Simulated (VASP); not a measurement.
Write the native input for VASP 6.6.1 that does the following.

```yaml
Task: single point
Functional: PBE
Potentials_or_basis: VASP PAW PBE potentials, release 64 (Ba_sv)
Cutoff: 520 eV
k_mesh: 12 × 12 × 12
Occupations: gaussian, width 0.1 eV
Spin: no spin polarisation
Dipole_correction: no
Further_INCAR_settings: ALGO = Normal; EDIFF = 1e-06; NBANDS = 11
```

The structure of Ba lies in POSCAR:

```
Ba
1.0
   -2.4604000000      2.4604000000      2.4604000000
    2.4604000000     -2.4604000000      2.4604000000
    2.4604000000      2.4604000000     -2.4604000000
Ba
1
Direct
    0.0000000000      0.0000000000      0.0000000000
```

This cell differs from its parent crystal: strained.

The input as run:

INCAR

```
SYSTEM = Ba
PREC = Accurate
ENCUT = 520
EDIFF = 1E-6
ISMEAR = 0
SIGMA = 0.1
LREAL = .False.
LASPH = .True.
NELM = 80
ALGO = Normal
ISIF = 2
LWAVE = .False.
LCHARG = .False.
GGA = PE
NBANDS = 11
```

KPOINTS

```
regular mesh
0
Gamma
  12 12 12
  0 0 0
```

Potentials or basis: VASP PAW PBE potentials, release 64 (Ba_sv).

Launch:

```console
$ cat potpaw_PBE.64/Ba_sv/POTCAR > POTCAR
$ mpirun -np 1 vasp_std > vasp.out
```

It gave:

The pressure is 0.6 GPa and the band gap on the k mesh is zero (band 5 reaches 2.41 eV, above the bottom of band 6 at 1.21 eV).

Caveat: the cell differs from its parent crystal (strained); spin-orbit coupling is left out, which moves the levels of the heavy elements.

It took 14 s on 1 thread of AMD EPYC 9R45 96-Core Processor (Zen 5), with other jobs on the host, peak memory 0.17 GiB.
